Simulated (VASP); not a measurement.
Crystal: AlP.

```
CELL_PARAMETERS angstrom
0.00000 2.73926 2.73926
2.72556 0.00000 2.73926
2.72556 2.73926 0.00000
ATOMIC_POSITIONS crystal
Al 0.00000 0.00000 0.00000
P 0.25000 0.25000 0.25000
```

This cell differs from its parent crystal: uniaxial x strain -0.5%.

Base run:

```yaml
Program: VASP 6.6.1
Functional: PBE
Potentials_or_basis: VASP PAW PBE potentials, release 64 (Al, P)
Cutoff: 500 eV
k_mesh: 8 × 8 × 8
Occupations: fermi-dirac, width 0.02 eV
Spin: no spin polarisation
```

Its results: band gap on the k mesh 1.56 eV (least direct gap 3.25 eV); pressure 1.7 GPa.

Problem. The run is repeated on the same cell with these changes: functional from PBE to r2SCAN; cutoff from 500 eV to 550 eV; occupations from fermi-dirac, width 0.02 eV to gaussian, width 0.01 eV. What comes out?

Solution. Band gap on the k mesh 1.88 eV (least direct gap 3.94 eV); pressure 0.2 GPa.

Caveats: the PAW data sets were made with another functional, which shifts forces and pressure a little (at least some runs).

A k mesh can miss the band edges.
